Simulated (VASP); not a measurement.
# SrTl (Pm-3m) in VASP: further runs

SrTl is run at these levels: LDA; tasks: single point, relaxation of cell and atoms.

All numbers are computed with VASP 6.6.1; they aren't measurements. Logs are shortened: lines on timing, memory, paths and dates and some standing lists are left out, and cuts for length are marked.

## Step 1: The cell of the first run

It takes space group Pm-3m (No. 221, cubic). The conventional cell has a = 3.982 Å, b = 3.982 Å, c = 3.982 Å, α = 90.00°, β = 90.00°, γ = 90.00°. Within 4.5 Å of Sr (site symmetry m-3m) lie 8 Tl at 3.45 Å and 6 Sr at 3.98 Å. Tl (site symmetry m-3m) has 8 Sr at 3.45 Å and 6 Tl at 3.98 Å within 4.5 Å.

## Step 2: Single point, LDA (31.56 Å³/atom)

Contents of INCAR:

```
SYSTEM = SrTl
PREC = Accurate
ENCUT = 520
EDIFF = 1E-6
ISMEAR = -1
SIGMA = 0.15
LREAL = .False.
LASPH = .True.
NELM = 100
ALGO = Normal
ISIF = 2
LWAVE = .False.
LCHARG = .True.
GGA = CA
LELF = .True.
LVHAR = .True.
NBANDS = 18
```

Contents of KPOINTS:

```
regular mesh
0
Gamma
  10 10 10
  0 0 0
```

Contents of POSCAR:

```
SrTl
1.0
    3.9815335575      0.0000000000      0.0000000000
    0.0000000000      3.9815335575      0.0000000000
    0.0000000000      0.0000000000      3.9815335575
Sr Tl
1 1
Direct
    0.0000000000      0.0000000000      0.0000000000
    0.5000000000      0.5000000000      0.5000000000
```

Potentials or basis: VASP PAW LDA potentials, release 64 (Sr_sv, Tl_d).

Launch:

```
$ cat potpaw_LDA.64/Sr_sv/POTCAR potpaw_LDA.64/Tl_d/POTCAR > POTCAR
$ mpirun -np 1 vasp_std > vasp.out
```

OUTCAR:

```text
SYSTEM = SrTl
   PREC = Accurate
   ENCUT = 520
   EDIFF = 1E-6
   ISMEAR = -1
   LREAL = .False.
   LASPH = .True.
   NELM = 100
   ISIF = 2
   GGA = CA

 ion  position               nearest neighbor table
   1  0.000  0.000  0.000-   2 3.45   2 3.45   2 3.45   2 3.45   2 3.45   2 3.45   2 3.45   2 3.45

   2  0.500  0.500  0.500-   1 3.45   1 3.45   1 3.45   1 3.45   1 3.45   1 3.45   1 3.45   1 3.45

  LATTYP: Found a simple cubic cell.
 ALAT       =     3.9815335575

  Lattice vectors:

 A1 = (   3.9815335575,   0.0000000000,   0.0000000000)
 A2 = (   0.0000000000,   3.9815335575,   0.0000000000)
 A3 = (   0.0000000000,   0.0000000000,   3.9815335575)

Analysis of symmetry for initial positions (statically):
=====================================================================
 Subroutine PRICEL returns:
 Original cell was already a primitive cell.

 Routine SETGRP: Setting up the symmetry group for a
 simple cubic supercell.

 Subroutine GETGRP returns: Found 48 space group operations
 (whereof 48 operations were pure point group operations)
 out of a pool of 48 trial point group operations.

The static configuration has the point symmetry O_h .

Analysis of symmetry for dynamics (positions and initial velocities):
=====================================================================
 Subroutine PRICEL returns:
 Original cell was already a primitive cell.

 Routine SETGRP: Setting up the symmetry group for a
 simple cubic supercell.

 Subroutine GETGRP returns: Found 48 space group operations
 (whereof 48 operations were pure point group operations)
 out of a pool of 48 trial point group operations.

The dynamic configuration has the point symmetry O_h .

 Subroutine INISYM returns: Found 48 space group operations
 (whereof 48 operations are pure point group operations),
 and found     1 'primitive' translations

----------------------------------------------------------------------------------------

                                     Primitive cell

  volume of cell :      63.1177

  direct lattice vectors                    reciprocal lattice vectors
     3.981533558  0.000000000  0.000000000     0.251159506  0.000000000  0.000000000
     0.000000000  3.981533558  0.000000000     0.000000000  0.251159506  0.000000000
     0.000000000  0.000000000  3.981533558     0.000000000  0.000000000  0.251159506

  length of vectors
     3.981533558  3.981533558  3.981533558     0.251159506  0.251159506  0.251159506

  position of ions in fractional coordinates (direct lattice)
     0.000000000  0.000000000  0.000000000
     0.500000000  0.500000000  0.500000000

  ion indices of the primitive-cell ions
   primitive index   ion index
                 1           1
                 2           2

----------------------------------------------------------------------------------------

 KPOINTS: regular mesh

Automatic generation of k-mesh.
 Grid dimensions read from file:
 generate k-points for:   10   10   10

 Generating k-lattice:

  Cartesian coordinates                     Fractional coordinates (reciprocal lattice)
     0.025115951  0.000000000  0.000000000     0.100000000  0.000000000  0.000000000
     0.000000000  0.025115951  0.000000000     0.000000000  0.100000000  0.000000000
     0.000000000  0.000000000  0.025115951     0.000000000  0.000000000  0.100000000

  Length of vectors
     0.025115951  0.025115951  0.025115951

  Shift w.r.t. Gamma in fractional coordinates (k-lattice)
     0.000000000  0.000000000  0.000000000

 Subroutine IBZKPT returns following result:
 ===========================================

 Found     56 irreducible k-points:

 Following reciprocal coordinates:
            Coordinates               Weight
  0.000000  0.000000  0.000000      1.000000
  0.100000  0.000000  0.000000      6.000000
  0.200000  0.000000  0.000000      6.000000
  0.300000  0.000000  0.000000      6.000000
  0.400000  0.000000  0.000000      6.000000
  0.500000  0.000000  0.000000      3.000000
[... 16 lines left out ...]
  0.200000  0.100000  0.100000     24.000000
  0.300000  0.100000  0.100000     24.000000
 [... further k-points ...]
   k-points           NKPTS =     56   k-points in BZ     NKDIM =     56   number of bands    NBANDS=     18
   number of dos      NEDOS =    301   number of ions     NIONS =      2
   total plane-waves  NPLWV =  27000
   dimension x,y,z NGX =    30 NGY =   30 NGZ =   30
   dimension x,y,z NGXF=    60 NGYF=   60 NGZF=   60
   ions per type =               1   1
   NGX,Y,Z   is equivalent  to a cutoff of  12.53, 12.53, 12.53 a.u.
   NGXF,Y,Z  is equivalent  to a cutoff of  25.05, 25.05, 25.05 a.u.
 SYSTEM =  SrTl
   PREC   = accura    normal or accurate (medium, high low for compatibility)
   ISTART =      0    job   : 0-new  1-cont  2-samecut
   ICHARG =      2    charge: 1-file 2-atom 10-const
   ISPIN  =      1    spin polarized calculation?
   LNONCOLLINEAR =      F non collinear calculations
   LSORBIT =      F    spin-orbit coupling
   LASPH  =      T    aspherical Exc in radial PAW
   ENCUT  =  520.0 eV  38.22 Ry    6.18 a.u.   7.40  7.40  7.40*2*pi/ulx,y,z
   NELM   =    100;   NELMIN=  2; NELMDL= -5     # of ELM steps
   EDIFF  = 0.1E-05   stopping-criterion for ELM
   LREAL  =      F    real-space projection
   EDIFFG = 0.1E-04   stopping-criterion for IOM
   NSW    =      0    number of steps for IOM
   IBRION =     -1    ionic relax: 0-MD 1-quasi-New 2-CG
   NFREE  =      0    steps in history (QN), initial steepest desc. (CG)
   ISIF   =      2    stress and relaxation
   ISYM   =      2    0-nonsym 1-usesym 2-fastsym
   POTIM  = 0.5000    time-step for ionic-motion
   TEBEG  =    0.0;   TEEND  =   0.0 temperature during run
   PSTRESS=    0.0 pullay stress
   NELECT =      23.0000    total number of electrons
   NUPDOWN=      -1.0000    fix difference up-down
   EMIN   =  10.00;   EMAX   =-10.00  energy-range for DOS
   EFERMI =   0.00;   METHOD = LEGACY
   ISMEAR =    -1;   SIGMA  =   0.15  broadening in eV -4-tet -1-fermi 0-gaus
   EFERMI_NEDOS =   21; number of points for ismear=-14 and -15
   IALGO  =     38    algorithm
   IMIX   =      4    mixing-type and parameters
     AMIX     =   0.40;   BMIX     =  1.00
     AMIX_MAG =   1.60;   BMIX_MAG =  1.00
  volume/ion in A,a.u.               =      31.56       212.97
  Fermi-wavevector in a.u.,A,eV,Ry     =   1.169321  2.209696 18.603402  1.367311
  Thomas-Fermi vector in A             =   2.305795
   LORBIT       =      0    0 simple, 1 ext, 2 COOP (PROOUT), +10 PAW based schemes
   GGA     = CA    functional components
   LHFCALC =     F    Hartree Fock is set to
   AEXX    =    0.0000 exact exchange contribution
   IVDW    =     0    specifies the selected vdW correction
   LEPSILON=     F    determine dielectric tensor
   LRPA    =     F    only Hartree local field effects (RPA)
 non-spin polarized calculation
  energy-cutoff  :      520.00
  volume of cell :       63.12
 maximum number of plane-waves:      1743
 NGX is ok and might be reduce to    30
   NGX = 15   NGY = 15   NGZ = 15

 number of electron      23.0000007 magnetization

 Free energy of the ion-electron system (eV)
  ---------------------------------------------------
  ext. energy  EPLUGINS =         0.00000000
  ---------------------------------------------------
  free energy    TOTEN  =        -5.92241199 eV

  energy without entropy =       -5.83803238  energy(sigma->0) =       -5.88022219

 E-fermi :   4.4996     XC(G=0):  -9.7547

 val. band max:        4.4968449316   @ k =   0.5000   0.5000   0.3000
 cond. band min:       4.5762531072   @ k =   0.3000   0.3000   0.3000
 fundamental gap:      0.0794081756
 Fermi energy:         4.4995749265

 k-point     1 :       0.0000    0.0000    0.0000
  band No.  band energies     occupation
      1     -31.0372      2.00000
      2     -13.0892      2.00000
      3     -13.0892      2.00000
      4     -13.0892      2.00000
      5      -6.9985      2.00000
      6      -6.9985      2.00000
[... 10 lines left out ...]
     17       9.6548      0.00000
     18       9.6548      0.00000

 k-point     2 :       0.1000    0.0000    0.0000
  band No.  band energies     occupation
      1     -31.0358      2.00000
      2     -13.1163      2.00000
      3     -13.0878      2.00000
      4     -13.0878      2.00000
      5      -6.9966      2.00000
      6      -6.9813      2.00000
[... 10 lines left out ...]
     17       9.9237      0.00000
     18       9.9254      0.00000

 k-point     3 :       0.2000    0.0000    0.0000
  band No.  band energies     occupation
      1     -31.0323      2.00000
      2     -13.1859      2.00000
      3     -13.0842      2.00000
      4     -13.0842      2.00000
      5      -6.9915      2.00000
      6      -6.9365      2.00000
[... 10 lines left out ...]
     17      10.5561      0.00000
     18      10.5561      0.00000

 k-point     4 :       0.3000    0.0000    0.0000
  band No.  band energies     occupation
      1     -31.0280      2.00000
      2     -13.2700      2.00000
      3     -13.0796      2.00000
      4     -13.0796      2.00000
      5      -6.9853      2.00000
      6      -6.8815      2.00000
[... 375 lines left out ...]
      4     -13.1087      2.00000
      5      -6.9702      2.00000
      6      -6.9702      2.00000
[... 10 lines left out ...]
     17       9.8447      0.00000
     18       9.8447      0.00000

 k-point    23 :       0.2000    0.1000    0.1000
  band No.  band energies     occupation
      1     -31.0298      2.00000
      2     -13.1809      2.00000
      3     -13.1087      2.00000
      4     -13.1049      2.00000
      5      -6.9662      2.00000
      6      -6.9258      2.00000
[... 10 lines left out ...]
     17      10.1118      0.00000
     18      10.6021      0.00000

 k-point    24 :       0.3000    0.1000    0.1000
  band No.  band energies     occupation
      1     -31.0255      2.00000
      2     -13.2619      2.00000
      3     -13.1014      2.00000
      4     -13.1001      2.00000
      5      -6.9613      2.00000
      6      -6.8929      2.00000
[... 10 lines left out ...]
     17      10.4820      0.00000
     18      11.4616      0.00000

 [... further k-points ...]

------------------------ aborting loop because EDIFF is reached ----------------------------------------

  FORCE on cell =-STRESS in cart. coord.  units (eV):
  Direction    XX          YY          ZZ          XY          YZ          ZX
  --------------------------------------------------------------------------------------
  -------------------------------------------------------------------------------------
  Total       -0.2142280     -0.2142280     -0.2142280      0.0000000      0.0000000      0.0000000
  in kB       -5.4379551     -5.4379551     -5.4379551      0.0000000      0.0000000      0.0000000
  external PRESSURE =      -5.4379551 kB  Pullay stress =       0.0000000 kB

 VOLUME and BASIS-vectors are now :
 -----------------------------------------------------------------------------
  energy-cutoff  :      520.00
  volume of cell :       63.12
      direct lattice vectors                 reciprocal lattice vectors
     3.981533558  0.000000000  0.000000000     0.251159506  0.000000000  0.000000000
     0.000000000  3.981533558  0.000000000     0.000000000  0.251159506  0.000000000
     0.000000000  0.000000000  3.981533558     0.000000000  0.000000000  0.251159506

 POSITION                                       TOTAL-FORCE (eV/Angst)
 -----------------------------------------------------------------------------------
      0.00000      0.00000      0.00000         0.000000      0.000000      0.000000
      1.99077      1.99077      1.99077         0.000000      0.000000      0.000000
 -----------------------------------------------------------------------------------
    total drift:                                0.000000      0.000000      0.000000

  FREE ENERGIE OF THE ION-ELECTRON SYSTEM (eV)
  ---------------------------------------------------
  free  energy   TOTEN  =        -5.9224119915 eV

  energy  without entropy=       -5.8380323832  energy(sigma->0) =       -5.88022219
```

It took 67 s on 1 thread of Intel Xeon 8259CL, shared host; peak memory 0.2 GiB.

What came out:

| Item | Value |
| --- | --- |
| Free energy | -5.9224 eV |
| Pressure | -0.5 GPa |
| Band gap on the k mesh | zero (an odd number of electrons rules out a gap without spin polarisation) |

Levels at points of the mesh, in eV from the Fermi level:
| k point | band 8 | band 9 | band 10 | band 11 | band 12 | band 13 | band 14 | band 15 |
| --- | --- | --- | --- | --- | --- | --- | --- | --- |
| (0.00, 0.00, 0.00) | -11.36 | -11.36 | -8.06 | 1.20 | 1.20 | 2.97 | 2.97 | 2.97 |
| (0.50, 0.00, 0.00) | -11.35 | -11.32 | -6.43 | -3.07 | 1.54 | 1.58 | 1.58 | 5.12 |
| (0.50, 0.50, 0.00) | -11.41 | -11.22 | -6.05 | -0.81 | -0.81 | 0.97 | 3.76 | 3.76 |
| (0.50, 0.50, 0.50) | -11.22 | -11.22 | -4.69 | -1.56 | -1.56 | -1.56 | 4.61 | 4.61 |

Caveat: spin-orbit coupling is left out, which moves the levels of the heavy elements.

## Step 3: Relaxation of cell and atoms, LDA

This run uses another cell than the first one, of 30.91 Å³/atom.

Contents of INCAR:

```
SYSTEM = SrTl
ALGO = Normal
EDIFF = 1E-7
EDIFFG = -0.001
ENCUT = 600
GGA = CA
IBRION = 2
ISIF = 3
ISMEAR = -1
LASPH = .True.
LCHARG = .False.
LREAL = .False.
LWAVE = .False.
NELM = 80
NSW = 80
PREC = Accurate
SIGMA = 0.15
```

Contents of KPOINTS:

```
k-points
0
Gamma
  10 10 10
  0 0 0
```

Contents of POSCAR:

```
SrTl
1.0
    3.9541334254      0.0000000000      0.0000000000
    0.0000000000      3.9541334254      0.0000000000
    0.0000000000      0.0000000000      3.9541334254
Sr Tl
1 1
Direct
    0.0000000000      0.0000000000      0.0000000000
    0.5000000000      0.5000000000      0.5000000000
```

Potentials or basis: VASP PAW LDA potentials, release 64 (Sr_sv, Tl_d).

Launch:

```
$ cat potpaw_LDA.64/Sr_sv/POTCAR potpaw_LDA.64/Tl_d/POTCAR > POTCAR
$ mpirun -np 1 vasp_std > vasp.out
```

OUTCAR:

```text
SYSTEM = SrTl
   EDIFF = 1E-7
   EDIFFG = -0.001
   ENCUT = 600
   GGA = CA
   IBRION = 2
   ISIF = 3
   ISMEAR = -1
   LASPH = .True.
   LREAL = .False.
   NELM = 80
   NSW = 80
   PREC = Accurate

 ion  position               nearest neighbor table
   1  0.000  0.000  0.000-   2 3.42   2 3.42   2 3.42   2 3.42   2 3.42   2 3.42   2 3.42   2 3.42

   2  0.500  0.500  0.500-   1 3.42   1 3.42   1 3.42   1 3.42   1 3.42   1 3.42   1 3.42   1 3.42

  LATTYP: Found a simple cubic cell.
 ALAT       =     3.9541334254

  Lattice vectors:

 A1 = (   3.9541334254,   0.0000000000,   0.0000000000)
 A2 = (   0.0000000000,   3.9541334254,   0.0000000000)
 A3 = (   0.0000000000,   0.0000000000,   3.9541334254)

Analysis of symmetry for initial positions (statically):
=====================================================================
 Subroutine PRICEL returns:
 Original cell was already a primitive cell.
[... 342 lines left out ...]
      9      -6.7622      2.00000
     10      -3.5016      2.00000
     11       5.8031      0.00072
     12       5.8031      0.00072
     13       7.6322      0.00000
     14       7.6322      0.00000
[... 401 lines left out ...]
      2     -13.1273      2.00000
      3     -12.9572      2.00000
      4     -12.9559      2.00000
      5      -6.8676      2.00000
      6      -6.7945      2.00000
      7      -6.7811      2.00000
      8      -6.7732      2.00000
      9      -6.7638      2.00000
     10      -2.4558      2.00000
     11       3.1668      1.99987
     12       5.6333      0.00224
     13       6.2096      0.00005
     14       6.7169      0.00000
     15       8.8544      0.00000

 [... further k-points ...]

------------------------ aborting loop because EDIFF is reached ----------------------------------------

  FORCE on cell =-STRESS in cart. coord.  units (eV):
  Direction    XX          YY          ZZ          XY          YZ          ZX
  --------------------------------------------------------------------------------------
  -------------------------------------------------------------------------------------
  Total       -0.0005219     -0.0005219     -0.0005219      0.0000000      0.0000000      0.0000000
  in kB       -0.0134577     -0.0134577     -0.0134577      0.0000000      0.0000000      0.0000000
  external PRESSURE =      -0.0134577 kB  Pullay stress =       0.0000000 kB
[... 17 lines left out ...]
  FREE ENERGIE OF THE ION-ELECTRON SYSTEM (eV)
  ---------------------------------------------------
  free  energy   TOTEN  =        -5.9238590792 eV

  energy  without entropy=       -5.8402871607  energy(sigma->0) =       -5.88207312

 reached required accuracy - stopping structural energy minimisation
```

Run time: 2.2 min. Hardware: 1 thread of Intel Xeon 8259CL, shared host; peak memory 0.21 GiB.

Results:

- Free energy: -5.9239 eV
- Relaxed volume: 31.07 Å³/atom
- Relaxed cell: a = 3.961 Å, b = 3.961 Å, c = 3.961 Å, α = 90.00°, β = 90.00°, γ = 90.00°
- Space group after relaxing (to 0.1 Å): Pm-3m (No. 221)
- Energy gained by relaxing: 0.1 meV/atom
- Ionic steps: 5
- Pressure after relaxing: 0.0 GPa
- Band gap on the k mesh: zero (an odd number of electrons rules out a gap without spin polarisation)

Step by step:
| step | energy change (eV) | largest force (eV/Å) | pressure (GPa) | volume (Å³) |
| --- | --- | --- | --- | --- |
| 1 | 0.0000 | 0.0000 | 0.18 | 61.82 |
| 2 | -0.0002 | 0.0000 | 0.01 | 62.14 |
| 3 | -0.0002 | 0.0000 | -0.01 | 62.15 |
| 4 | -0.0002 | 0.0000 | -0.01 | 62.15 |
| 5 | -0.0002 | 0.0000 | 0.00 | 62.14 |

Final structure:
```
CELL_PARAMETERS angstrom
3.96082 0.00000 0.00000
0.00000 3.96082 0.00000
0.00000 0.00000 3.96082
ATOMIC_POSITIONS crystal
Sr 0.00000 0.00000 0.00000
Tl 0.50000 0.50000 0.50000
```

Caveat: spin-orbit coupling is left out, which moves the levels of the heavy elements.

The gap in the log of VASP goes by the Fermi energy; the results here count the filled bands.